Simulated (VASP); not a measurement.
A run of VASP 6.6.1 is set up as follows.

Contents of INCAR:

```
ALGO     = Normal         # electronic algorithm
EDIFF    = 1E-7           # SCF threshold, eV
EDIFFG   = -0.03          # ionic threshold
ENCUT    = 520            # plane-wave cutoff, eV
GGA      = CA             # functional
IBRION   = 2              # ionic algorithm
ISIF     = 2              # what is computed and relaxed
ISMEAR   = -1             # smearing method
ISPIN    = 2              # spin polarisation
LASPH    = True           # aspherical terms in the spheres
LCHARG   = False          # write CHGCAR
LORBIT   = 11             # projections on sites
LREAL    = False          # projectors in reciprocal space
LWAVE    = False          # write WAVECAR
MAGMOM   = 1 1            # initial moments
NELM     = 150            # most SCF steps
NSW      = 80             # ionic steps
PREC     = Accurate       # precision mode
SIGMA    = 0.05           # smearing width, eV
```

KPOINTS

```
k-points
0
Gamma
  1 1 1
```

POSCAR

```
O
1.0
    9.0000000000      0.0000000000      0.0000000000
    0.0000000000      9.5000000000      0.0000000000
    0.0000000000      0.0000000000     10.0000000000
O
2
Direct
    0.5000000000      0.5000000000      0.4385000000
    0.5000000000      0.5000000000      0.5615000000
```

Potentials or basis: VASP PAW LDA potentials, release 64 (O).

Launch:

```bash
$ cat potpaw_LDA.64/O/POTCAR > POTCAR
$ mpirun -np 1 vasp_gam > vasp.out
```

Q: Predict the site moments.

A: O +0.81 μB.

Q: What does it give for the energy gained by relaxing?

A: 1.5 meV/atom.

Q: Estimate the net moment.

A: 2.00 μB per cell.

Final structure:
```yaml
crystal:
  lattice:
    - [9.00000, 0.00000, 0.00000]
    - [0.00000, 9.50000, 0.00000]
    - [0.00000, 0.00000, 10.00000]
  atoms:
    - { symbol: O, position: [0.50000, 0.50000, 0.43896] }
    - { symbol: O, position: [0.50000, 0.50000, 0.56104] }
```

Caveat: the standard files for N, O and F lose accuracy on very short bonds.
